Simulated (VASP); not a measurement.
# B (R-3m) in VASP: relaxation of cell and atoms with PBE

Aim: the relaxation of cell and atoms of B with PBE.

Everything below comes from runs of VASP 6.6.1. Logs are shortened: lines on timing, memory, paths and dates and some standing lists are left out, and cuts for length are marked.

### Step 1. The cell of the first run

Symmetry: R-3m, No. 166, trigonal system. The conventional cell has a = 4.908 Å, b = 4.908 Å, c = 12.566 Å, α = 90.00°, β = 90.00°, γ = 120.00°. Within 2.3 Å of B (site symmetry m) lie 6 B at 1.71 to 1.79 Å. B (site symmetry m) has 7 B at 1.78 to 2.02 Å within 2.4 Å.

### Step 2. Relaxation of cell and atoms, PBE

The input, INCAR:

```
PREC = Accurate
ENCUT = 600
EDIFF = 1E-6
ISMEAR = 0
SIGMA = 0.05
LREAL = False
LASPH = True
NELM = 100
ALGO = Normal
ISIF = 3
LWAVE = False
LCHARG = False
GGA = PE
IBRION = 2
NSW = 80
EDIFFG = -0.01
```

The input, KPOINTS:

```
Automatic mesh
0
Gamma
  8 8 8
```

The input, POSCAR:

```
B
1.0
    2.4540000000      1.4168175606      4.1885300000
   -2.4540000000      1.4168175606      4.1885300000
    0.0000000000     -2.8336351212      4.1885300000
B
12
Direct
    0.0104000000      0.6572900000      0.0104000000
    0.0104000000      0.0104000000      0.6572900000
    0.6572900000      0.0104000000      0.0104000000
    0.9896000000      0.3427100000      0.9896000000
    0.9896000000      0.9896000000      0.3427100000
    0.3427100000      0.9896000000      0.9896000000
    0.2206000000      0.6323000000      0.2206000000
    0.2206000000      0.2206000000      0.6323000000
    0.6323000000      0.2206000000      0.2206000000
    0.7794000000      0.3677000000      0.7794000000
    0.7794000000      0.7794000000      0.3677000000
    0.3677000000      0.7794000000      0.7794000000
```

Potentials or basis: VASP PAW PBE potentials, release 64 (B).

Run with:

```bash
$ cat potpaw_PBE.64/B/POTCAR > POTCAR
$ mpirun -np 1 vasp_std > vasp.out
```

OUTCAR:

```text
PREC = Accurate
   ENCUT = 600
   EDIFF = 1E-6
   ISMEAR = 0
   LREAL = False
   LASPH = True
   NELM = 100
   ISIF = 3
   GGA = PE
   IBRION = 2
   NSW = 80
   EDIFFG = -0.01

 ion  position               nearest neighbor table
   1  0.010  0.657  0.010-   4 1.71   3 1.73   2 1.73   7 1.79  11 1.79  12 1.79
   2  0.010  0.010  0.657-   5 1.71   3 1.73   1 1.73   8 1.79  10 1.79  12 1.79
   3  0.657  0.010  0.010-   6 1.71   1 1.73   2 1.73   9 1.79  11 1.79  10 1.79
   4  0.990  0.343  0.990-   1 1.71   6 1.73   5 1.73  10 1.79   8 1.79   9 1.79
   5  0.990  0.990  0.343-   2 1.71   4 1.73   6 1.73  11 1.79   9 1.79   7 1.79
   6  0.343  0.990  0.990-   3 1.71   4 1.73   5 1.73  12 1.79   8 1.79   7 1.79
   7  0.221  0.632  0.221-  11 1.78  12 1.78   1 1.79   5 1.79   6 1.79   9 2.02   8 2.02
   8  0.221  0.221  0.632-  10 1.78  12 1.78   2 1.79   4 1.79   6 1.79   7 2.02   9 2.02
   9  0.632  0.221  0.221-  11 1.78  10 1.78   3 1.79   5 1.79   4 1.79   7 2.02   8 2.02
  10  0.779  0.368  0.779-   8 1.78   9 1.78   4 1.79   2 1.79   3 1.79  12 2.02  11 2.02
  11  0.779  0.779  0.368-   7 1.78   9 1.78   5 1.79   3 1.79   1 1.79  10 2.02  12 2.02
  12  0.368  0.779  0.779-   8 1.78   7 1.78   6 1.79   2 1.79   1 1.79  10 2.02  11 2.02

  LATTYP: Found a trigonal (rhomboedric) cell.
 ALAT       =     5.0570022307
 COS(alpha) =     0.5290304578

  Lattice vectors:

 A1 = (   2.4540000000,   1.4168175606,   4.1885300000)
 A2 = (  -2.4540000000,   1.4168175606,   4.1885300000)
 A3 = (   0.0000000000,  -2.8336351212,   4.1885300000)

Analysis of symmetry for initial positions (statically):
=====================================================================
 Subroutine PRICEL returns:
 Original cell was already a primitive cell.

 Routine SETGRP: Setting up the symmetry group for a
 trigonal (rhombohedral) supercell.

 Subroutine GETGRP returns: Found 12 space group operations
 (whereof 12 operations were pure point group operations)
 out of a pool of 12 trial point group operations.

The static configuration has the point symmetry D_3d.

Analysis of symmetry for dynamics (positions and initial velocities):
=====================================================================
 Subroutine PRICEL returns:
 Original cell was already a primitive cell.

 Routine SETGRP: Setting up the symmetry group for a
 trigonal (rhombohedral) supercell.

 Subroutine GETGRP returns: Found 12 space group operations
 (whereof 12 operations were pure point group operations)
 out of a pool of 12 trial point group operations.

The dynamic configuration has the point symmetry D_3d.

 Subroutine INISYM returns: Found 12 space group operations
 (whereof 12 operations are pure point group operations),
 and found     1 'primitive' translations

----------------------------------------------------------------------------------------

                                     Primitive cell

  volume of cell :      87.3779

  direct lattice vectors                    reciprocal lattice vectors
     2.454000000  1.416817561  4.188530000     0.203748981  0.117634529  0.079582415
    -2.454000000  1.416817561  4.188530000    -0.203748981  0.117634529  0.079582415
     0.000000000 -2.833635121  4.188530000     0.000000000 -0.235269058  0.079582415

  length of vectors
     5.057002231  5.057002231  5.057002231     0.248364431  0.248364431  0.248364431

  position of ions in fractional coordinates (direct lattice)
     0.010400000  0.657290000  0.010400000
     0.010400000  0.010400000  0.657290000
     0.657290000  0.010400000  0.010400000
     0.989600000  0.342710000  0.989600000
     0.989600000  0.989600000  0.342710000
     0.342710000  0.989600000  0.989600000
     0.220600000  0.632300000  0.220600000
     0.220600000  0.220600000  0.632300000
     0.632300000  0.220600000  0.220600000
     0.779400000  0.367700000  0.779400000
     0.779400000  0.779400000  0.367700000
     0.367700000  0.779400000  0.779400000

  ion indices of the primitive-cell ions
   primitive index   ion index
                 1           1
                 2           2
                 3           3
                 4           4
                 5           5
                 6           6
                 7           7
                 8           8
                 9           9
                10          10
                11          11
                12          12

----------------------------------------------------------------------------------------

 KPOINTS: Automatic mesh

Automatic generation of k-mesh.
 Grid dimensions read from file:
 generate k-points for:    8    8    8

 Generating k-lattice:

  Cartesian coordinates                     Fractional coordinates (reciprocal lattice)
     0.025468623  0.014704316  0.009947802     0.125000000 -0.000000000  0.000000000
    -0.025468623  0.014704316  0.009947802    -0.000000000  0.125000000  0.000000000
     0.000000000 -0.029408632  0.009947802     0.000000000  0.000000000  0.125000000

  Length of vectors
     0.031045554  0.031045554  0.031045554

  Shift w.r.t. Gamma in fractional coordinates (k-lattice)
     0.000000000  0.000000000  0.000000000

 Subroutine IBZKPT returns following result:
 ===========================================

 Found     65 irreducible k-points:

 Following reciprocal coordinates:
            Coordinates               Weight
  0.000000  0.000000  0.000000      1.000000
  0.125000  0.000000  0.000000      6.000000
  0.250000  0.000000  0.000000      6.000000
  0.375000  0.000000  0.000000      6.000000
  0.500000  0.000000  0.000000      3.000000
  0.125000  0.125000  0.000000      6.000000
[... 16 lines left out ...]
  0.250000  0.125000  0.125000      6.000000
  0.375000  0.125000  0.125000      6.000000
 [... further k-points ...]
   k-points           NKPTS =     65   k-points in BZ     NKDIM =     65   number of bands    NBANDS=     25
   number of dos      NEDOS =    301   number of ions     NIONS =     12
   total plane-waves  NPLWV =  64000
   dimension x,y,z NGX =    40 NGY =   40 NGZ =   40
   dimension x,y,z NGXF=    80 NGYF=   80 NGZF=   80
   ions per type =              12
   NGX,Y,Z   is equivalent  to a cutoff of  13.15, 13.15, 13.15 a.u.
   NGXF,Y,Z  is equivalent  to a cutoff of  26.30, 26.30, 26.30 a.u.
 SYSTEM =  unknown system
   PREC   = accura    normal or accurate (medium, high low for compatibility)
   ISTART =      0    job   : 0-new  1-cont  2-samecut
   ICHARG =      2    charge: 1-file 2-atom 10-const
   ISPIN  =      1    spin polarized calculation?
   LNONCOLLINEAR =      F non collinear calculations
   LSORBIT =      F    spin-orbit coupling
   LASPH  =      T    aspherical Exc in radial PAW
   ENCUT  =  600.0 eV  44.10 Ry    6.64 a.u.  10.10 10.10 10.10*2*pi/ulx,y,z
   NELM   =    100;   NELMIN=  2; NELMDL= -5     # of ELM steps
   EDIFF  = 0.1E-05   stopping-criterion for ELM
   LREAL  =      F    real-space projection
   EDIFFG = -.1E-01   stopping-criterion for IOM
   NSW    =     80    number of steps for IOM
   IBRION =      2    ionic relax: 0-MD 1-quasi-New 2-CG
   NFREE  =      1    steps in history (QN), initial steepest desc. (CG)
   ISIF   =      3    stress and relaxation
   ISYM   =      2    0-nonsym 1-usesym 2-fastsym
   POTIM  = 0.5000    time-step for ionic-motion
   TEBEG  =    0.0;   TEEND  =   0.0 temperature during run
   PSTRESS=    0.0 pullay stress
   NELECT =      36.0000    total number of electrons
   NUPDOWN=      -1.0000    fix difference up-down
   EMIN   =  10.00;   EMAX   =-10.00  energy-range for DOS
   EFERMI =   0.00;   METHOD = LEGACY
   ISMEAR =     0;   SIGMA  =   0.05  broadening in eV -4-tet -1-fermi 0-gaus
   EFERMI_NEDOS =   21; number of points for ismear=-14 and -15
   IALGO  =     38    algorithm
   IMIX   =      4    mixing-type and parameters
     AMIX     =   0.40;   BMIX     =  1.00
     AMIX_MAG =   1.60;   BMIX_MAG =  1.00
  volume/ion in A,a.u.               =       7.28        49.14
  Fermi-wavevector in a.u.,A,eV,Ry     =   1.218172  2.302011 20.190264  1.483943
  Thomas-Fermi vector in A             =   2.353467
   LORBIT       =      0    0 simple, 1 ext, 2 COOP (PROOUT), +10 PAW based schemes
   GGA     = PE    functional components
   LHFCALC =     F    Hartree Fock is set to
   AEXX    =    0.0000 exact exchange contribution
   IVDW    =     0    specifies the selected vdW correction
   LEPSILON=     F    determine dielectric tensor
   LRPA    =     F    only Hartree local field effects (RPA)
 conjugate gradient relaxation of ions
 non-spin polarized calculation
 Gauss-broadening in eV      SIGMA  =   0.05
  energy-cutoff  :      600.00
  volume of cell :       87.38
 maximum number of plane-waves:      2950
   NGX = 21   NGY = 21   NGZ = 21

--------------------------------------- Ionic step        1  -------------------------------------------

 number of electron      36.0000000 magnetization

 Free energy of the ion-electron system (eV)
  ---------------------------------------------------
  ext. energy  EPLUGINS =         0.00000000
  ---------------------------------------------------
  free energy    TOTEN  =       -80.42012805 eV

  energy without entropy =      -80.42012805  energy(sigma->0) =      -80.42012805

------------------------ aborting loop because EDIFF is reached ----------------------------------------

  FORCE on cell =-STRESS in cart. coord.  units (eV):
  Direction    XX          YY          ZZ          XY          YZ          ZX
  --------------------------------------------------------------------------------------
  -------------------------------------------------------------------------------------
  Total        0.1192467      0.1192467     -0.6590376      0.0000000      0.0000000      0.0000000
  in kB        2.1865300      2.1865300    -12.0842418      0.0000000      0.0000000      0.0000000
  external PRESSURE =      -2.5703940 kB  Pullay stress =       0.0000000 kB
[... 307 lines left out ...]
  energy  without entropy=      -80.4695095325  energy(sigma->0) =      -80.46950953

--------------------------------------- Ionic step        8  -------------------------------------------

 number of electron      36.0000000 magnetization

 Free energy of the ion-electron system (eV)
  ---------------------------------------------------
  ext. energy  EPLUGINS =         0.00000000
  ---------------------------------------------------
  free energy    TOTEN  =       -80.46952403 eV

  energy without entropy =      -80.46952403  energy(sigma->0) =      -80.46952403

 E-fermi :   6.1618     XC(G=0): -11.5568

 val. band max:        5.9152375800   @ k =   0.5000   0.5000   0.5000
 cond. band min:       7.3766932265   @ k =   0.5000   0.5000   0.0000
 fundamental gap:      1.4614556465
 Fermi energy:         6.1618494426

 k-point     1 :       0.0000    0.0000    0.0000
  band No.  band energies     occupation
      1     -10.2659      2.00000
      2      -4.5275      2.00000
      3      -4.2750      2.00000
      4      -4.2750      2.00000
      5      -3.2131      2.00000
      6      -2.5659      2.00000
[... 661 lines left out ...]
     24      12.0969      0.00000
     25      12.2270      0.00000

 [... further k-points ...]

------------------------ aborting loop because EDIFF is reached ----------------------------------------

  FORCE on cell =-STRESS in cart. coord.  units (eV):
  Direction    XX          YY          ZZ          XY          YZ          ZX
  --------------------------------------------------------------------------------------
  -------------------------------------------------------------------------------------
  Total       -0.0091768     -0.0091768      0.0210866      0.0000000      0.0000000      0.0000000
  in kB       -0.1691759     -0.1691759      0.3887345      0.0000000      0.0000000      0.0000000
  external PRESSURE =       0.0167942 kB  Pullay stress =       0.0000000 kB
[... 27 lines left out ...]
  FREE ENERGIE OF THE ION-ELECTRON SYSTEM (eV)
  ---------------------------------------------------
  free  energy   TOTEN  =       -80.4695240293 eV

  energy  without entropy=      -80.4695240293  energy(sigma->0) =      -80.46952403

 reached required accuracy - stopping structural energy minimisation
```

It took 6.6 min on 1 thread of Intel Xeon Platinum 8488C (Sapphire Rapids), shared host; peak memory 0.3 GiB.

What came out:

* Free energy: -80.4695 eV
* Relaxed volume: 7.24 Å³/atom
* Relaxed cell: a = 5.049 Å, b = 5.049 Å, c = 5.049 Å, α = 58.05°, β = 58.05°, γ = 58.05°
* Space group after relaxing (to 0.05 Å): R-3m (No. 166)
* Energy gained by relaxing: 4.1 meV/atom
* Ionic steps: 8
* Pressure after relaxing: 0.0 GPa
* Largest force after relaxing: 0.008 eV/Å
* Band gap on the k mesh: 1.46 eV, indirect (least direct gap 1.83 eV)

Forces in eV/Å, atoms in the order of the input:
```
B   -0.006  0.004  0.003
B    0.000 -0.007  0.003
B    0.006  0.004  0.003
B    0.006 -0.004 -0.003
B    0.000  0.007 -0.003
B   -0.006 -0.004 -0.003
B   -0.001  0.000  0.002
B    0.000 -0.001  0.002
B    0.001  0.000  0.002
B    0.001  0.000 -0.002
B    0.000  0.001 -0.002
B   -0.001  0.000 -0.002
```

The path:
```tsv
step	energy change (eV)	largest force (eV/Å)	pressure (GPa)	volume (Å³)
1	0.0000	0.8625	-0.26	87.38
2	0.0590	1.4291	-1.31	87.23
3	-0.0469	0.0785	-0.93	87.32
4	-0.0491	0.0474	0.25	86.84
5	-0.0492	0.0282	0.01	86.94
6	-0.0494	0.0107	-0.02	86.92
7	-0.0494	0.0109	-0.02	86.92
8	-0.0494	0.0080	0.00	86.91
```

Final structure:
```
CELL_PARAMETERS angstrom
2.44933 1.41412 4.18194
-2.44933 1.41412 4.18194
0.00000 -2.82825 4.18194
ATOMIC_POSITIONS crystal
B 0.01030 0.65397 0.01030
B 0.01030 0.01030 0.65397
B 0.65397 0.01030 0.01030
B 0.98970 0.34603 0.98970
B 0.98970 0.98970 0.34603
B 0.34603 0.98970 0.98970
B 0.22109 0.63050 0.22109
B 0.22109 0.22109 0.63050
B 0.63050 0.22109 0.22109
B 0.77891 0.36950 0.77891
B 0.77891 0.77891 0.36950
B 0.36950 0.77891 0.77891
```

A k mesh can miss the band edges. A hybrid or GW would open this gap; PBE tends to underestimate it.
